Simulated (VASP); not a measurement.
A run of VASP 6.6.1 is set up as follows.

The input INCAR:

```
SYSTEM = Ta2H
PREC = Accurate
ENCUT = 520
EDIFF = 1E-6
ISMEAR = 0
SIGMA = 0.1
LREAL = .False.
LASPH = .True.
NELM = 100
ALGO = Normal
ISIF = 2
LWAVE = .False.
LCHARG = .False.
GGA = PS
NBANDS = 18
```

File KPOINTS:

```
Automatic mesh
0
Gamma
  16 16 10
  0 0 0
```

The input POSCAR:

```
Ta2H
1.0
    1.7685485356     -2.4719481747      0.0000000000
    1.7685485356      2.4719481747      0.0000000000
    0.0000000000      0.0000000000      5.0685901858
Ta H
2 1
Direct
    0.0000000000      0.5000000000      0.2800123718
    0.5000000000      0.0000000000      0.7199876282
    0.0000000000      0.0000000000      0.0000000000
```

Potentials or basis: VASP PAW PBE potentials, release 64 (Ta_pv, H).

Command:

```bash
$ cat potpaw_PBE.64/Ta_pv/POTCAR potpaw_PBE.64/H/POTCAR > POTCAR
$ mpirun -np 1 vasp_std > vasp.out
```

(1) What does it give for the pressure?

(2) What does it give for the largest force?

(3) Predict the band gap on the k mesh.

## Answers

(1) -22.9 GPa.

(2) 0.706 eV/Å.

(3) zero (an odd number of electrons rules out a gap without spin polarisation).

Caveat: the cell differs from its parent crystal (strained); the cell stands under tension; the PAW data sets were made with another functional, which shifts forces and pressure a little; spin-orbit coupling is left out, which moves the levels of the heavy elements.
